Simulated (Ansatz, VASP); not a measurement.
## One calculation of Mg5CdS6, two programs

Contents of INCAR:

```
ALGO     = Normal         # electronic algorithm
EDIFF    = 1E-7           # SCF threshold, eV
ENCUT    = 520            # plane-wave cutoff, eV
GGA      = PE             # functional
ISIF     = 2              # what is computed and relaxed
ISMEAR   = 0              # smearing method
LASPH    = T              # aspherical terms in the spheres
LCHARG   = F              # write CHGCAR
LREAL    = F              # projectors in reciprocal space
LWAVE    = F              # write WAVECAR
NBANDS   = 41             # bands
NELM     = 100            # most SCF steps
PREC     = Accurate       # precision mode
SIGMA    = 0.02           # smearing width, eV
```

KPOINTS

```
k-points
0
Gamma
  8 8 2
```

Contents of POSCAR:

```
Mg5CdS6
1.0
    3.7350567000      0.0000000000      0.0000000000
    0.0000000000      3.7350567000      0.0000000000
    0.0000000000      0.0000000000     15.8645457000
Mg Cd S
5 1 6
Direct
    0.0000000000      0.0000000000      0.6634560000
    0.5000000000      0.5000000000      0.5000000000
    0.0000000000      0.0000000000      0.3365440000
    0.5000000000      0.5000000000      0.1710080000
    0.5000000000      0.5000000000      0.8289920000
    0.0000000000      0.0000000000      0.0000000000
    0.0000000000      0.0000000000      0.5000000000
    0.5000000000      0.5000000000      0.3358990000
    0.0000000000      0.0000000000      0.1727910000
    0.5000000000      0.5000000000      0.0000000000
    0.0000000000      0.0000000000      0.8272090000
    0.5000000000      0.5000000000      0.6641010000
```

Input for Ansatz:

```yaml
crystal:
  lattice:
    - [3.7350567, 0.0, 0.0]
    - [0.0, 3.7350567, 0.0]
    - [0.0, 0.0, 15.8645457]
  atoms:
    - { symbol: Mg, position: [0.0, 0.0, 0.663456] }
    - { symbol: Mg, position: [0.5, 0.5, 0.5] }
    - { symbol: Mg, position: [0.0, 0.0, 0.336544] }
    - { symbol: Mg, position: [0.5, 0.5, 0.171008] }
    - { symbol: Mg, position: [0.5, 0.5, 0.828992] }
    - { symbol: Cd, position: [0.0, 0.0, 0.0] }
    - { symbol: S, position: [0.0, 0.0, 0.5] }
    - { symbol: S, position: [0.5, 0.5, 0.335899] }
    - { symbol: S, position: [0.0, 0.0, 0.172791] }
    - { symbol: S, position: [0.5, 0.5, 0.0] }
    - { symbol: S, position: [0.0, 0.0, 0.827209] }
    - { symbol: S, position: [0.5, 0.5, 0.664101] }
basis:
  ecutwfc: 420
kpoints:
  mp_grid: { grid: [8, 8, 2] }
  band_path:
    path:
      - [[0.0, 0.0, 0.0], [0.0, 0.5, 0.0], [0.5, 0.5, 0.0], [0.0, 0.0, 0.0], [0.0, 0.0, 0.5], [0.0, 0.5, 0.5], [0.5, 0.5, 0.5], [0.0, 0.0, 0.5]]
      - [[0.0, 0.5, 0.0], [0.0, 0.5, 0.5]]
      - [[0.5, 0.5, 0.0], [0.5, 0.5, 0.5]]
    npoints: 10
hamiltonian:
  xc: pbe
scf:
  occupations: { method: gaussian, width: 0.02 }
  n_extra_bands: 30
output:
  forces: true
  stress: true
  eigenvalues: true
  populations: true
  dos: { projected: true, de: 0.02, nscf_kmesh: { grid: [12, 12, 3] } }
  bader: false
  write_density: true
  write_potential: true
  elf: true
  volumetric_format: npy
```

Alike in both runs: task single point; functional PBE; k mesh 8 × 8 × 2; occupations gaussian, width 0.02 eV; no spin polarisation.

|  | VASP | Ansatz |
| --- | --- | --- |
| version | VASP 6.6.1 | Ansatz 0.2.0 |
| potentials or method | VASP PAW PBE potentials, release 64 (Mg, Cd, S), cutoff 520 eV | scalar-relativistic, plane waves, PAW |
| valence electrons in the cell | 58 | 106 |

|  | VASP | Ansatz | Ansatz less VASP |
| --- | --- | --- | --- |
| gap on the k mesh at the Fermi level (eV) | 1.17 | 1.18 | +0.006 |
| least direct gap on the mesh (eV) | 1.93 | 1.95 | +0.015 |
| pressure (GPa) | -0.1 | 0.0 | +0.14 |
| rms of the force components (eV/Å) | 0.007 | 0.001 | -0.0059 |

Atom by atom the forces differ by 0.006 eV/Å (rms over components). VASP's potentials hold 58 valence electrons a cell and Ansatz's 106, so a difference there can come from the potentials and not from the codes.
